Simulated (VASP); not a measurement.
# Al2O3 (dscan) (R-3c) in VASP: single point with r2SCAN

Aim: the single point of Al2O3 (dscan) with r2SCAN.

Everything below comes from runs of VASP 6.6.1. Logs are shortened: lines on timing, memory, paths and dates and some standing lists are left out, and cuts for length are marked.

**Experimental background.**

From “Multi-petahertz electron interference in Cr:Al2O3 solid-state material”, 2018, pmc:5906618, for a bulk crystal of Al2O3: band gap 8.7 eV (optical).

The runs below are set against these values where they give the same quantity.

**1. The cell of the first run**

It takes space group R-3c (No. 167, trigonal). The conventional cell has a = 4.758 Å, b = 4.758 Å, c = 12.992 Å, α = 90.00°, β = 90.00°, γ = 120.00°. Al (site symmetry 3) has 6 O at 1.86 to 1.97 Å within 2.5 Å. Within 2.5 Å of O (site symmetry 2) lie 4 Al at 1.86 to 1.97 Å.

**2. Single point, r2SCAN**

POSCAR reads:

```
Al2O3
1.0
    2.3788962613      1.3734563969      4.3307367646
   -2.3788962613      1.3734563969      4.3307367646
    0.0000000000     -2.7469127937      4.3307367646
Al O
4 6
Direct
    0.3518448460      0.3518448460      0.3518448460
    0.1481551540      0.1481551540      0.1481551540
    0.6481551540      0.6481551540      0.6481551540
    0.8518448460      0.8518448460      0.8518448460
    0.5563253481      0.9436746519      0.2500000000
    0.2500000000      0.5563253481      0.9436746519
    0.9436746519      0.2500000000      0.5563253481
    0.4436746519      0.0563253481      0.7500000000
    0.7500000000      0.4436746519      0.0563253481
    0.0563253481      0.7500000000      0.4436746519
```

INCAR.step1 reads:

```
SYSTEM = Al2O3
ALGO = Normal ; EDIFF = 1E-4
ENCUT = 520 ; GGA = PE
ISMEAR = 0 ; LASPH = .TRUE.
LCHARG = .FALSE. ; LREAL = .FALSE.
LWAVE = .TRUE. ; NBANDS = 35
NELM = 100 ; PREC = Accurate
SIGMA = 0.02
```

INCAR.step2 reads:

```
SYSTEM = Al2O3
ALGO = Normal ; EDIFF = 1E-6
ENCUT = 520 ; ISIF = 2
ISMEAR = 0 ; ISTART = 1
LASPH = .TRUE. ; LCHARG = .FALSE.
LMIXTAU = .TRUE. ; LREAL = .FALSE.
LWAVE = .FALSE. ; METAGGA = R2SCAN
NBANDS = 35 ; NELM = 100
PREC = Accurate ; SIGMA = 0.02
```

KPOINTS reads:

```
k-points
0
G
  6 6 6
  0 0 0
```

Potentials or basis: VASP PAW PBE potentials, release 64 (Al, O).

The run is started by

```sh
> cat potpaw_PBE.64/Al/POTCAR potpaw_PBE.64/O/POTCAR > POTCAR
> cp INCAR.step1 INCAR
> mpirun -np 1 vasp_std > vasp.out
> cp INCAR.step2 INCAR
> mpirun -np 1 vasp_std > vasp.out
```

OUTCAR:

```text
SYSTEM = Al2O3
   EDIFF = 1E-6
   ENCUT = 520
   ISIF = 2
   ISMEAR = 0
   ISTART = 1
   LASPH = .TRUE.
   LREAL = .FALSE.
   METAGGA = R2SCAN
   NELM = 100
   PREC = Accurate

 ion  position               nearest neighbor table
   1  0.352  0.352  0.352-  10 1.86   8 1.86   9 1.86   5 1.97   6 1.97   7 1.97   2 2.65   3 2.79
                             3 2.79   3 2.79   2 3.22   2 3.22   2 3.22
   2  0.148  0.148  0.148-   9 1.86   8 1.86  10 1.86   5 1.97   7 1.97   6 1.97   1 2.65   4 2.79
                             4 2.79   4 2.79   1 3.22   1 3.22   1 3.22
   3  0.648  0.648  0.648-   7 1.86   5 1.86   6 1.86   8 1.97   9 1.97  10 1.97   4 2.65   1 2.79
                             1 2.79   1 2.79   4 3.22   4 3.22   4 3.22
   4  0.852  0.852  0.852-   6 1.86   5 1.86   7 1.86   8 1.97  10 1.97   9 1.97   3 2.65   2 2.79
                             2 2.79   2 2.79   3 3.22   3 3.22   3 3.22
   5  0.556  0.944  0.250-   3 1.86   4 1.86   1 1.97   2 1.97
   6  0.250  0.556  0.944-   4 1.86   3 1.86   1 1.97   2 1.97
   7  0.944  0.250  0.556-   3 1.86   4 1.86   2 1.97   1 1.97
   8  0.444  0.056  0.750-   1 1.86   2 1.86   3 1.97   4 1.97
   9  0.750  0.444  0.056-   2 1.86   1 1.86   3 1.97   4 1.97
  10  0.056  0.750  0.444-   1 1.86   2 1.86   4 1.97   3 1.97

  LATTYP: Found a trigonal (rhomboedric) cell.
 ALAT       =     5.1284316141
 COS(alpha) =     0.5696598511

  Lattice vectors:

 A1 = (   2.3788962613,   1.3734563969,   4.3307367646)
 A2 = (  -2.3788962613,   1.3734563969,   4.3307367646)
 A3 = (   0.0000000000,  -2.7469127937,   4.3307367646)

Analysis of symmetry for initial positions (statically):
=====================================================================
 Subroutine PRICEL returns:
 Original cell was already a primitive cell.

 Routine SETGRP: Setting up the symmetry group for a
 trigonal (rhombohedral) supercell.

 Subroutine GETGRP returns: Found 12 space group operations
 (whereof  6 operations were pure point group operations)
 out of a pool of 12 trial point group operations.

The static configuration has the point symmetry S_6 .
 The point group associated with its full space group is D_3d.

Analysis of symmetry for dynamics (positions and initial velocities):
=====================================================================
 Subroutine PRICEL returns:
 Original cell was already a primitive cell.

 Routine SETGRP: Setting up the symmetry group for a
 trigonal (rhombohedral) supercell.

 Subroutine GETGRP returns: Found 12 space group operations
 (whereof  6 operations were pure point group operations)
 out of a pool of 12 trial point group operations.
[... 117 lines left out ...]
   NELM   =    100;   NELMIN=  2; NELMDL=  0     # of ELM steps
   EDIFF  = 0.1E-05   stopping-criterion for ELM
   LREAL  =      F    real-space projection
[... 7 lines left out ...]
   TEBEG  =    0.0;   TEEND  =   0.0 temperature during run
   PSTRESS=    0.0 pullay stress
   NELECT =      48.0000    total number of electrons
   NUPDOWN=      -1.0000    fix difference up-down
   EMIN   =  10.00;   EMAX   =-10.00  energy-range for DOS
   EFERMI =   0.00;   METHOD = LEGACY
   ISMEAR =     0;   SIGMA  =   0.02  broadening in eV -4-tet -1-fermi 0-gaus
   EFERMI_NEDOS =   21; number of points for ismear=-14 and -15
   IALGO  =     38    algorithm
   IMIX   =      4    mixing-type and parameters
     AMIX     =   0.40;   BMIX     =  1.00
     AMIX_MAG =   1.60;   BMIX_MAG =  1.00
  volume/ion in A,a.u.               =       8.49        57.29
  Fermi-wavevector in a.u.,A,eV,Ry     =   1.353695  2.558112 24.932536  1.832490
  Thomas-Fermi vector in A             =   2.480929
   LORBIT       =      0    0 simple, 1 ext, 2 COOP (PROOUT), +10 PAW based schemes
   METAGGA = R2SCAN    functional components
   LHFCALC =     F    Hartree Fock is set to
   AEXX    =    0.0000 exact exchange contribution
   IVDW    =     0    specifies the selected vdW correction
   LEPSILON=     F    determine dielectric tensor
   LRPA    =     F    only Hartree local field effects (RPA)
 non-spin polarized calculation
 Gauss-broadening in eV      SIGMA  =   0.02
  energy-cutoff  :      520.00
  volume of cell :       84.90
 maximum number of plane-waves:      2305
 NGX is ok and might be reduce to    40
   NGX = 19   NGY = 19   NGZ = 19

 number of electron      48.0000013 magnetization

 Free energy of the ion-electron system (eV)
  ---------------------------------------------------
  ext. energy  EPLUGINS =         0.00000000
  ---------------------------------------------------
  free energy    TOTEN  =       -96.26970422 eV

  energy without entropy =      -96.26970422  energy(sigma->0) =      -96.26970422

 E-fermi :   5.8514     XC(G=0): -12.2341

 val. band max:        5.7455628648   @ k =   0.0000   0.0000   0.0000
 cond. band min:      12.9118584212   @ k =   0.0000   0.0000   0.0000
 fundamental gap:      7.1662955564
 Fermi energy:         5.8514172573

 k-point     1 :       0.0000    0.0000    0.0000
  band No.  band energies     occupation
      1     -14.4639      2.00000
      2     -12.1702      2.00000
      3     -11.8934      2.00000
      4     -11.8934      2.00000
      5     -11.5837      2.00000
      6     -11.5837      2.00000
[... 901 lines left out ...]
     34      20.2723      0.00000
     35      20.4689      0.00000

 [... further k-points ...]
[... 5 lines left out ...]
  --------------------------------------------------------------------------------------
  -------------------------------------------------------------------------------------
  Total       -0.1640128     -0.1640128     -0.1827079     -0.0000000     -0.0000000      0.0000000
  in kB       -3.0951734     -3.0951734     -3.4479789     -0.0000000     -0.0000000      0.0000000
  external PRESSURE =      -3.2127752 kB  Pullay stress =       0.0000000 kB

 VOLUME and BASIS-vectors are now :
 -----------------------------------------------------------------------------
  energy-cutoff  :      520.00
  volume of cell :       84.90
      direct lattice vectors                 reciprocal lattice vectors
     2.378896261  1.373456397  4.330736765     0.210181506  0.121348349  0.076969197
    -2.378896261  1.373456397  4.330736765    -0.210181506  0.121348349  0.076969197
     0.000000000 -2.746912794  4.330736765     0.000000000 -0.242696699  0.076969197

 POSITION                                       TOTAL-FORCE (eV/Angst)
 -----------------------------------------------------------------------------------
      0.00000      0.00000      4.57124         0.000000     -0.000000     -0.002768
      0.00000      0.00000      1.92486         0.000000      0.000000      0.002768
      0.00000      0.00000      8.42097         0.000000      0.000000      0.002768
      0.00000      0.00000     11.06735         0.000000     -0.000000     -0.002768
     -0.92146      1.37346      7.57879        -0.005103     -0.000000      0.000000
     -0.72872     -1.48474      7.57879         0.002552     -0.004420     -0.000000
      1.65018      0.11128      7.57879         0.002552      0.004420     -0.000000
      0.92146     -1.37346      5.41342         0.005103      0.000000      0.000000
      0.72872      1.48474      5.41342        -0.002552      0.004420     -0.000000
     -1.65018     -0.11128      5.41342        -0.002552     -0.004420     -0.000000
 -----------------------------------------------------------------------------------
    total drift:                               -0.000000      0.000000      0.000000

  FREE ENERGIE OF THE ION-ELECTRON SYSTEM (eV)
  ---------------------------------------------------
  free  energy   TOTEN  =       -96.2697042171 eV

  energy  without entropy=      -96.2697042171  energy(sigma->0) =      -96.26970422
```

OUTCAR.step1:

```text
SYSTEM = Al2O3
   EDIFF = 1E-4
   ENCUT = 520
   GGA = PE
   ISMEAR = 0
[... 1172 lines left out ...]
      1.65018      0.11128      7.57879        -0.014038     -0.024315     -0.000000
      0.92146     -1.37346      5.41342        -0.028077     -0.000000     -0.000000
      0.72872      1.48474      5.41342         0.014038     -0.024315     -0.000000
     -1.65018     -0.11128      5.41342         0.014038      0.024315     -0.000000
 -----------------------------------------------------------------------------------
    total drift:                               -0.000000      0.000000      0.000000

  FREE ENERGIE OF THE ION-ELECTRON SYSTEM (eV)
  ---------------------------------------------------
  free  energy   TOTEN  =       -74.7464151906 eV

  energy  without entropy=      -74.7464151906  energy(sigma->0) =      -74.74641519
```

Run time: 4.2 min. Hardware: 1 thread of Intel Xeon Platinum 8488C (Sapphire Rapids), shared host; peak memory 0.28 GiB.

Results:

```yaml
Free_energy: -96.2697 eV
Pressure: -0.3 GPa
Largest_force: 0.005 eV/Å
Band_gap_on_the_k_mesh: 7.17 eV, direct
```

Forces on the atoms (eV/Å):
```
Al   0.000  0.000 -0.003
Al   0.000  0.000  0.003
Al   0.000  0.000  0.003
Al   0.000  0.000 -0.003
O   -0.005  0.000  0.000
O    0.003 -0.004  0.000
O    0.003  0.004  0.000
O    0.005  0.000  0.000
O   -0.003  0.004  0.000
O   -0.003 -0.004  0.000
```

Caveat: the PAW data sets were made with another functional, which shifts forces and pressure a little.

**3. Comparison with measurements**

Step 2. Measured gap of Al2O3: 8.7 eV (optical; quoted in “Multi-petahertz electron interference in Cr:Al2O3 solid-state material”, 2018, pmc:5906618). This calculation gives 7.17 eV (-1.53 eV). The value is that of r2SCAN on a finite k mesh, which can miss the band edges, without temperature or zero-point motion.
